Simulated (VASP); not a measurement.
Wanted: the native input for a VASP 6.6.1 run.

```yaml
Task: single point
Functional: RPBE
Potentials_or_basis: VASP PAW PBE potentials, release 64 (Pd)
Cutoff: 520 eV
k_mesh: 11 × 11 × 6
Occupations: fermi-dirac, width 0.05 eV
Spin: no spin polarisation
Dipole_correction: no
Further_INCAR_settings: ALGO = Normal; EDIFF = 1e-06; NBANDS = 17
```

The structure of Pd lies in POSCAR:

```
Pd
1.0
    2.8011139771      0.0000000000      0.0000000000
   -1.4005569885      2.4258358631      0.0000000000
    0.0000000000      0.0000000000      4.6662218901
Pd
2
Direct
    0.3333333333      0.6666666667      0.2500000000
    0.6666666667      0.3333333333      0.7500000000
```

The input as run:

INCAR

```
SYSTEM = Pd
ALGO     = Normal         ! electronic algorithm
EDIFF    = 1E-6           ! SCF threshold, eV
ENCUT    = 520            ! plane-wave cutoff, eV
GGA      = RP             ! functional
ISIF     = 2              ! what is computed and relaxed
ISMEAR   = -1             ! smearing method
LASPH    = .TRUE.         ! aspherical terms in the spheres
LCHARG   = .FALSE.        ! write CHGCAR
LREAL    = .FALSE.        ! projectors in reciprocal space
LWAVE    = .FALSE.        ! write WAVECAR
NBANDS   = 17             ! bands
NELM     = 60             ! most SCF steps
PREC     = Accurate       ! precision mode
SIGMA    = 0.05           ! smearing width, eV
```

KPOINTS

```
k-points
0
G
  11 11 6
  0 0 0
```

Potentials or basis: VASP PAW PBE potentials, release 64 (Pd).

Run with:

```console
$ cat potpaw_PBE.64/Pd/POTCAR > POTCAR
$ mpirun -np 1 vasp_std > vasp.out
```

It gave:

```json
{"Pressure": "-0.2 GPa", "Band gap on the k mesh": "zero (band 10 reaches 8.85 eV, above the bottom of band 11 at 8.09 eV)"}
```

Caveat: the PAW data sets were made with another functional, which shifts forces and pressure a little.

It took 79 s on 1 thread of AMD EPYC 7R13, with other jobs on the host, peak memory 0.14 GiB.
